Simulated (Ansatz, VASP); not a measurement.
**Two plane-wave programs on Ca**

INCAR

```
SYSTEM = Ca
PREC     = Accurate       ! precision mode
ENCUT    = 520            ! plane-wave cutoff, eV
EDIFF    = 1E-6           ! SCF threshold, eV
ISMEAR   = 0              ! smearing method
SIGMA    = 0.15           ! smearing width, eV
LREAL    = .False.        ! projectors in reciprocal space
LASPH    = .True.         ! aspherical terms in the spheres
NELM     = 100            ! most SCF steps
ALGO     = Fast           ! electronic algorithm
ISIF     = 2              ! what is computed and relaxed
LWAVE    = .False.        ! write WAVECAR
LCHARG   = .False.        ! write CHGCAR
GGA      = PE             ! functional
NBANDS   = 11             ! bands
```

KPOINTS

```
regular mesh
0
Gamma
  16 16 16
  0 0 0
```

File POSCAR:

```
Ca
1.0
   -2.0949446584      2.0949446584      2.3059205505
    2.0949446584     -2.0949446584      2.3059205505
    2.0949446584      2.0949446584     -2.3059205505
Ca
1
Direct
    0.5000000000      0.5000000000      0.0000000000
```

Input for Ansatz:

```yaml
crystal:
  lattice:
    - [-2.0949446584, 2.0949446584, 2.3059205505]
    - [2.0949446584, -2.0949446584, 2.3059205505]
    - [2.0949446584, 2.0949446584, -2.3059205505]
  atoms:
    - { symbol: Ca, position: [0.5, 0.5, 0.0] }
basis:
  ecutwfc: 420
kpoints:
  mp_grid: { grid: [16, 16, 16] }
hamiltonian:
  xc: pbe
scf:
  occupations: { method: gaussian, width: 0.15 }
output:
  forces: true
  stress: true
  eigenvalues: true
```

Change from the starting cell: strain -0.050 along x and y, +0.050 along z, atoms carried along.

Alike in both runs: task single point; functional PBE; k mesh 16 × 16 × 16; occupations gaussian, width 0.15 eV; no spin polarisation.

|  | VASP | Ansatz |
| --- | --- | --- |
| version | VASP 6.6.1 | Ansatz 0.2.0 |
| potentials or method | VASP PAW PBE potentials, release 64 (Ca_sv), cutoff 520 eV | scalar-relativistic, plane waves, PAW |
| valence electrons in the cell | 10 | 10 |

|  | VASP | Ansatz | Ansatz less VASP |
| --- | --- | --- | --- |
| gap on the k mesh at the Fermi level (eV) | none | none | - |
| pressure (GPa) | 0.7 | 0.7 | -0.02 |
| traceless stress, the component that is largest in VASP (GPa) | 0.16 | 0.16 | +0.001 |

A gap of «none» marks a metal or a gap that the smearing closes. With one functional, cell and mesh, what is left measures potentials, basis and numerics.
